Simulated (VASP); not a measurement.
# Ta4H3 (I-43m) in VASP: single point with PBE

Aim: the single point of Ta4H3 with PBE.

Program: VASP 6.6.1. These are calculated values, not measurements. Logs are shortened: lines on timing, memory, paths and dates and some standing lists are left out, and cuts for length are marked.

## Step 1: The cell of the first run

It takes space group I-43m (No. 217, cubic). The conventional cell has a = 5.468 Å, b = 5.468 Å, c = 5.468 Å, α = 90.00°, β = 90.00°, γ = 90.00°. Ta (site symmetry 3m) has 6 H at 2.26 to 2.55 Å and 6 Ta at 2.83 Å within 3.0 Å. Within 3.0 Å of H (site symmetry -42m) lie 8 Ta at 2.26 to 2.55 Å and 4 H at 2.73 Å.

The cell was generated, and may not be a known phase.

## Step 2: Single point, PBE

INCAR

```
SYSTEM = Ta4H3
  ALGO = Normal
  EDIFF = 1E-6
  ENCUT = 500
  GGA = PE
  GGA_COMPAT = .FALSE.
  ISIF = 2
  ISMEAR = 0
  LASPH = .TRUE.
  LCHARG = .TRUE.
  LELF = .TRUE.
  LREAL = .FALSE.
  LVHAR = .TRUE.
  LWAVE = .FALSE.
  NBANDS = 32
  NELM = 120
  PREC = Accurate
  SIGMA = 0.2
```

KPOINTS

```
k-points
0
G
  4 4 4
  0 0 0
```

POSCAR

```
Ta4H3
1.0
   -2.7341497562      2.7341497562      2.7341497562
    2.7341497562     -2.7341497562      2.7341497562
    2.7341497562      2.7341497562     -2.7341497562
Ta H
4 3
Direct
    0.4058113008      0.4058113008      0.4058113008
    0.0000000000      0.0000000000      0.5941886992
    0.0000000000      0.5941886992      0.0000000000
    0.5941886992      0.0000000000      0.0000000000
    0.0000000000      0.5000000000      0.5000000000
    0.5000000000      0.0000000000      0.5000000000
    0.5000000000      0.5000000000      0.0000000000
```

Potentials or basis: VASP PAW PBE potentials, release 64 (Ta_pv, H).

Command:

```bash
cat potpaw_PBE.64/Ta_pv/POTCAR potpaw_PBE.64/H/POTCAR > POTCAR
mpirun -np 1 vasp_std > vasp.out
```

OUTCAR:

```text
SYSTEM = Ta4H3
   EDIFF = 1E-6
   ENCUT = 500
   GGA = PE
   ISIF = 2
   ISMEAR = 0
   LASPH = .TRUE.
   LREAL = .FALSE.
   NELM = 120
   PREC = Accurate

 ion  position               nearest neighbor table
   1  0.406  0.406  0.406-   3 2.83   4 2.83   2 2.83   2 2.83   3 2.83   4 2.83   2 3.14   3 3.14
                             4 3.14
   2  0.000  0.000  0.594-   4 2.83   3 2.83   3 2.83   4 2.83   1 2.83   1 2.83   1 3.14   3 3.14
                             4 3.14
   3  0.000  0.594  0.000-   4 2.83   2 2.83   2 2.83   4 2.83   1 2.83   1 2.83   1 3.14   2 3.14
                             4 3.14
   4  0.594  0.000  0.000-   3 2.83   2 2.83   1 2.83   2 2.83   3 2.83   1 2.83   1 3.14   2 3.14
                             3 3.14
   5  0.000  0.500  0.500-
   6  0.500  0.000  0.500-
   7  0.500  0.500  0.000-

  LATTYP: Found a body centered cubic cell.
 ALAT       =     5.4682995124

  Lattice vectors:

 A1 = (  -2.7341497562,   2.7341497562,   2.7341497562)
 A2 = (   2.7341497562,  -2.7341497562,   2.7341497562)
 A3 = (   2.7341497562,   2.7341497562,  -2.7341497562)

Analysis of symmetry for initial positions (statically):
=====================================================================
 Subroutine PRICEL returns:
 Original cell was already a primitive cell.

 Routine SETGRP: Setting up the symmetry group for a
 body centered cubic supercell.

 Subroutine GETGRP returns: Found 24 space group operations
 (whereof 24 operations were pure point group operations)
 out of a pool of 48 trial point group operations.

The static configuration has the point symmetry T_d .

Analysis of symmetry for dynamics (positions and initial velocities):
=====================================================================
 Subroutine PRICEL returns:
 Original cell was already a primitive cell.

 Routine SETGRP: Setting up the symmetry group for a
 body centered cubic supercell.

 Subroutine GETGRP returns: Found 24 space group operations
 (whereof 24 operations were pure point group operations)
 out of a pool of 48 trial point group operations.

The dynamic configuration has the point symmetry T_d .

 Subroutine INISYM returns: Found 24 space group operations
 (whereof 24 operations are pure point group operations),
 and found     1 'primitive' translations

----------------------------------------------------------------------------------------

                                     Primitive cell

  volume of cell :      81.7574

  direct lattice vectors                    reciprocal lattice vectors
    -2.734149756  2.734149756  2.734149756     0.000000000  0.182872207  0.182872207
     2.734149756 -2.734149756  2.734149756     0.182872207  0.000000000  0.182872207
     2.734149756  2.734149756 -2.734149756     0.182872207  0.182872207  0.000000000

  length of vectors
     4.735686293  4.735686293  4.735686293     0.258620355  0.258620355  0.258620355

  position of ions in fractional coordinates (direct lattice)
     0.405811301  0.405811301  0.405811301
     0.000000000  0.000000000  0.594188699
     0.000000000  0.594188699  0.000000000
     0.594188699  0.000000000  0.000000000
     0.000000000  0.500000000  0.500000000
     0.500000000  0.000000000  0.500000000
     0.500000000  0.500000000  0.000000000

  ion indices of the primitive-cell ions
   primitive index   ion index
                 1           1
                 2           2
                 3           3
                 4           4
                 5           5
                 6           6
                 7           7

----------------------------------------------------------------------------------------

 KPOINTS: k-points

Automatic generation of k-mesh.
 Grid dimensions read from file:
 generate k-points for:    4    4    4

 Generating k-lattice:

  Cartesian coordinates                     Fractional coordinates (reciprocal lattice)
     0.000000000  0.045718052  0.045718052     0.250000000  0.000000000  0.000000000
     0.045718052  0.000000000  0.045718052     0.000000000  0.250000000  0.000000000
     0.045718052  0.045718052  0.000000000     0.000000000  0.000000000  0.250000000

  Length of vectors
     0.064655089  0.064655089  0.064655089

  Shift w.r.t. Gamma in fractional coordinates (k-lattice)
     0.000000000  0.000000000  0.000000000

 Subroutine IBZKPT returns following result:
 ===========================================

 Found      8 irreducible k-points:

 Following reciprocal coordinates:
            Coordinates               Weight
  0.000000  0.000000  0.000000      1.000000
  0.250000  0.000000  0.000000     12.000000
  0.500000  0.000000  0.000000      6.000000
  0.250000  0.250000  0.000000     24.000000
  0.250000  0.250000  0.250000      2.000000
 -0.250000  0.250000  0.250000      6.000000
  0.500000  0.500000  0.250000     12.000000
  0.500000  0.500000  0.500000      1.000000
   k-points           NKPTS =      8   k-points in BZ     NKDIM =      8   number of bands    NBANDS=     32
   number of dos      NEDOS =    301   number of ions     NIONS =      7
   total plane-waves  NPLWV =  46656
   dimension x,y,z NGX =    36 NGY =   36 NGZ =   36
   dimension x,y,z NGXF=    72 NGYF=   72 NGZF=   72
   ions per type =               4   3
   NGX,Y,Z   is equivalent  to a cutoff of  12.64, 12.64, 12.64 a.u.
   NGXF,Y,Z  is equivalent  to a cutoff of  25.28, 25.28, 25.28 a.u.
 SYSTEM =  Ta4H3
   PREC   = accura    normal or accurate (medium, high low for compatibility)
   ISTART =      0    job   : 0-new  1-cont  2-samecut
   ICHARG =      2    charge: 1-file 2-atom 10-const
   ISPIN  =      1    spin polarized calculation?
   LNONCOLLINEAR =      F non collinear calculations
   LSORBIT =      F    spin-orbit coupling
   LASPH  =      T    aspherical Exc in radial PAW
   ENCUT  =  500.0 eV  36.75 Ry    6.06 a.u.   8.63  8.63  8.63*2*pi/ulx,y,z
   NELM   =    120;   NELMIN=  2; NELMDL= -5     # of ELM steps
   EDIFF  = 0.1E-05   stopping-criterion for ELM
   LREAL  =      F    real-space projection
   EDIFFG = 0.1E-04   stopping-criterion for IOM
   NSW    =      0    number of steps for IOM
   IBRION =     -1    ionic relax: 0-MD 1-quasi-New 2-CG
   NFREE  =      0    steps in history (QN), initial steepest desc. (CG)
   ISIF   =      2    stress and relaxation
   ISYM   =      2    0-nonsym 1-usesym 2-fastsym
   POTIM  = 0.5000    time-step for ionic-motion
   TEBEG  =    0.0;   TEEND  =   0.0 temperature during run
   PSTRESS=    0.0 pullay stress
   NELECT =      47.0000    total number of electrons
   NUPDOWN=      -1.0000    fix difference up-down
   EMIN   =  10.00;   EMAX   =-10.00  energy-range for DOS
   EFERMI =   0.00;   METHOD = LEGACY
   ISMEAR =     0;   SIGMA  =   0.20  broadening in eV -4-tet -1-fermi 0-gaus
   EFERMI_NEDOS =   21; number of points for ismear=-14 and -15
   IALGO  =     38    algorithm
   IMIX   =      4    mixing-type and parameters
     AMIX     =   0.40;   BMIX     =  1.00
     AMIX_MAG =   1.60;   BMIX_MAG =  1.00
  volume/ion in A,a.u.               =      11.68        78.82
  Fermi-wavevector in a.u.,A,eV,Ry     =   1.361231  2.572354 25.210912  1.852950
  Thomas-Fermi vector in A             =   2.487825
   LORBIT       =      0    0 simple, 1 ext, 2 COOP (PROOUT), +10 PAW based schemes
   GGA     = PE    functional components
   LHFCALC =     F    Hartree Fock is set to
   AEXX    =    0.0000 exact exchange contribution
   IVDW    =     0    specifies the selected vdW correction
   LEPSILON=     F    determine dielectric tensor
   LRPA    =     F    only Hartree local field effects (RPA)
 non-spin polarized calculation
 Gauss-broadening in eV      SIGMA  =   0.20
  energy-cutoff  :      500.00
  volume of cell :       81.76
 maximum number of plane-waves:      2112
 NGX is ok and might be reduce to    36
   NGX = 17   NGY = 17   NGZ = 17

 number of electron      46.9999993 magnetization

 Free energy of the ion-electron system (eV)
  ---------------------------------------------------
  ext. energy  EPLUGINS =         0.00000000
  ---------------------------------------------------
  free energy    TOTEN  =       -54.38315589 eV

  energy without entropy =      -54.29554405  energy(sigma->0) =      -54.33934997

 E-fermi :   5.7176     XC(G=0): -12.3551

 val. band max:        5.6882927109   @ k =   0.2500   0.2500   0.0000
 cond. band min:       5.8633074007   @ k =   0.2500   0.0000   0.0000
 fundamental gap:      0.1750146898
 Fermi energy:         5.7176277253

 k-point     1 :       0.0000    0.0000    0.0000
  band No.  band energies     occupation
      1     -28.8424      2.00000
      2     -28.8424      2.00000
      3     -28.8424      2.00000
      4     -28.8003      2.00000
      5     -28.8003      2.00000
      6     -28.8003      2.00000
[... 24 lines left out ...]
     31      10.0902      0.00000
     32      10.0902      0.00000

 k-point     2 :       0.2500    0.0000    0.0000
  band No.  band energies     occupation
      1     -28.8856      2.00000
      2     -28.8851      2.00000
      3     -28.7997      2.00000
      4     -28.7447      2.00000
      5     -28.6313      2.00000
      6     -28.6099      2.00000
[... 24 lines left out ...]
     31       9.6596      0.00000
     32       9.9853      0.00000

 k-point     3 :       0.5000    0.0000    0.0000
  band No.  band energies     occupation
      1     -28.9084      2.00000
      2     -28.8908      2.00000
      3     -28.6188      2.00000
      4     -28.5465      2.00000
      5     -28.5243      2.00000
      6     -28.5145      2.00000
[... 24 lines left out ...]
     31       9.4729      0.00000
     32       9.7470      0.00000

 k-point     4 :       0.2500    0.2500    0.0000
  band No.  band energies     occupation
      1     -28.8741      2.00000
      2     -28.8372      2.00000
      3     -28.7329      2.00000
      4     -28.6619      2.00000
      5     -28.5157      2.00000
      6     -28.4078      2.00000
[... 24 lines left out ...]
     31       9.3564      0.00000
     32       9.5989      0.00000

 k-point     5 :       0.2500    0.2500    0.2500
  band No.  band energies     occupation
      1     -28.6838      2.00000
      2     -28.6838      2.00000
      3     -28.6838      2.00000
      4     -28.5028      2.00000
      5     -28.4870      2.00000
      6     -28.4870      2.00000
[... 24 lines left out ...]
     31       9.8020      0.00000
     32       9.8020      0.00000

 k-point     6 :      -0.2500    0.2500    0.2500
  band No.  band energies     occupation
      1     -28.9586      2.00000
      2     -28.9146      2.00000
      3     -28.7948      2.00000
      4     -28.7948      2.00000
      5     -28.5456      2.00000
      6     -28.3899      2.00000
[... 24 lines left out ...]
     31       9.7541      0.00000
     32       9.7727      0.00000

 k-point     7 :       0.5000    0.5000    0.2500
  band No.  band energies     occupation
      1     -28.9867      2.00000
      2     -28.8875      2.00000
      3     -28.8533      2.00000
      4     -28.7544      2.00000
      5     -28.5960      2.00000
      6     -28.5454      2.00000
[... 24 lines left out ...]
     31       8.9045      0.00000
     32       9.2808      0.00000

 k-point     8 :       0.5000    0.5000    0.5000
  band No.  band energies     occupation
      1     -29.0204      2.00000
      2     -29.0204      2.00000
      3     -28.9347      2.00000
      4     -28.6894      2.00000
      5     -28.6894      2.00000
      6     -28.6894      2.00000
[... 24 lines left out ...]
     31       8.6782      0.00000
     32       8.6782      0.00000

------------------------ aborting loop because EDIFF is reached ----------------------------------------

  FORCE on cell =-STRESS in cart. coord.  units (eV):
  Direction    XX          YY          ZZ          XY          YZ          ZX
  --------------------------------------------------------------------------------------
  -------------------------------------------------------------------------------------
  Total        0.3206109      0.3206109      0.3206109      0.0000000      0.0000000     -0.0000000
  in kB        6.2829275      6.2829275      6.2829275      0.0000000      0.0000000     -0.0000000
  external PRESSURE =       6.2829275 kB  Pullay stress =       0.0000000 kB

 VOLUME and BASIS-vectors are now :
 -----------------------------------------------------------------------------
  energy-cutoff  :      500.00
  volume of cell :       81.76
      direct lattice vectors                 reciprocal lattice vectors
    -2.734149756  2.734149756  2.734149756     0.000000000  0.182872207  0.182872207
     2.734149756 -2.734149756  2.734149756     0.182872207  0.000000000  0.182872207
     2.734149756  2.734149756 -2.734149756     0.182872207  0.182872207  0.000000000

 POSITION                                       TOTAL-FORCE (eV/Angst)
 -----------------------------------------------------------------------------------
      1.10955      1.10955      1.10955         0.043697      0.043697      0.043697
      1.62460      1.62460     -1.62460        -0.043697     -0.043697      0.043697
      1.62460     -1.62460      1.62460        -0.043697      0.043697     -0.043697
     -1.62460      1.62460      1.62460         0.043697     -0.043697     -0.043697
      2.73415      0.00000      0.00000         0.000000     -0.000000     -0.000000
      0.00000      2.73415      0.00000         0.000000      0.000000     -0.000000
      0.00000      0.00000      2.73415         0.000000     -0.000000     -0.000000
 -----------------------------------------------------------------------------------
    total drift:                               -0.000000     -0.000000     -0.000000

  FREE ENERGIE OF THE ION-ELECTRON SYSTEM (eV)
  ---------------------------------------------------
  free  energy   TOTEN  =       -54.3831558868 eV

  energy  without entropy=      -54.2955440475  energy(sigma->0) =      -54.33934997
```

Wall time 36 s (1 thread of Intel Xeon 8259CL, shared host); peak memory 0.21 GiB.

Results:

* Free energy: -54.3832 eV
* Pressure: 0.6 GPa
* Largest force: 0.076 eV/Å
* Band gap on the k mesh: zero (an odd number of electrons rules out a gap without spin polarisation)

Forces in eV/Å, atoms in the order of the input:
```
Ta   0.044  0.044  0.044
Ta  -0.044 -0.044  0.044
Ta  -0.044  0.044 -0.044
Ta   0.044 -0.044 -0.044
H    0.000  0.000  0.000
H    0.000  0.000  0.000
H    0.000  0.000  0.000
```

Caveat: the k points lie up to 0.41 Å⁻¹ apart, too coarse for converged energies and pressures of a metal; spin-orbit coupling is left out, which moves the levels of the heavy elements; an odd number of electrons without spin polarisation forces a metal; a magnetic or distorted state may lie lower.

The gap in the log of VASP goes by the Fermi energy; the results here count the filled bands.